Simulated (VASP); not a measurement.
NaCl, 2 atoms in the cell. The structure is cubic, space group Fm-3m (No. 225). Conventional cell: a = 5.602 Å, b = 5.602 Å, c = 5.602 Å, α = 90.00°, β = 90.00°, γ = 90.00°. Na (site symmetry m-3m) has 6 Cl at 2.80 Å within 3.7 Å. Within 3.7 Å of Cl (site symmetry m-3m) lie 6 Na at 2.80 Å. 

| Quantity | Value |
| --- | --- |
| Program | VASP 6.6.1 |
| Task | vibrations by perturbation theory |
| Functional | PBEsol |
| Potentials or basis | VASP PAW PBE potentials, release 64 (Na_pv, Cl) |
| Cutoff | 520 eV |
| k mesh | 8 × 8 × 8 |
| Occupations | gaussian, width 0.01 eV |
| Spin | no spin polarisation |
| Dipole correction | no |
| Further INCAR settings | ALGO = Normal; EDIFF = 1e-08; IBRION = 8; NSW = 1 |

Potentials or basis: VASP PAW PBE potentials, release 64 (Na_pv, Cl).

Launch:

```sh
$ cat potpaw_PBE.64/Na_pv/POTCAR potpaw_PBE.64/Cl/POTCAR > POTCAR
$ mpirun -np 1 vasp_std > vasp.out
```

Hardware: 1 thread of Intel(R) Xeon(R) 6975P-C (Granite Rapids), with other jobs on the host.

Task: How long does it take, and how much memory?

Result: Run time: 2.4 min on 1 thread of Intel(R) Xeon(R) 6975P-C (Granite Rapids), with other jobs on the host, peak memory 0.23 GiB. Counts: scf iterations 147, k points 29.
